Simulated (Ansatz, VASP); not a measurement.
## Sn3TeW: VASP beside Ansatz

```
CELL_PARAMETERS angstrom
5.92238 0.00000 0.00000
-2.96119 5.12893 0.00000
0.00000 0.00000 5.39049
ATOMIC_POSITIONS crystal
Sn 0.50000 0.00000 0.50000
Sn 0.00000 0.50000 0.50000
Sn 0.50000 0.50000 0.50000
Te 0.00000 0.00000 0.00000
W 0.00000 0.00000 0.50000
```

Alike in both runs: functional PBE; k mesh 3 × 3 × 4; occupations gaussian, width 0.1 eV; no spin polarisation.

Ansatz relaxed the structure, and its values are those at the end. VASP's run is a single point on that final structure, the one shown.

|  | VASP | Ansatz |
| --- | --- | --- |
| version | VASP 6.6.1 | Ansatz 0.2.0 |
| potentials or method | VASP PAW PBE potentials, release 64 (Sn_d, Te, W_sv), cutoff 520 eV | scalar-relativistic, plane waves, PAW |
| valence electrons in the cell | 62 | 72 |

VASP gave:

```
gap on the k mesh at the Fermi level (eV) : none
pressure (GPa)                            : -0.1
```

Task: What did Ansatz give for the same quantities?

Result: gap on the k mesh at the Fermi level (eV): none; pressure (GPa): 0.0.

A gap of «none» marks a metal or a gap that the smearing closes. VASP's potentials hold 62 valence electrons a cell and Ansatz's 72, so a difference there can come from the potentials and not from the codes.

The k mesh is coarse, so the values compare programs but aren't converged. Neither program's run includes spin-orbit coupling.
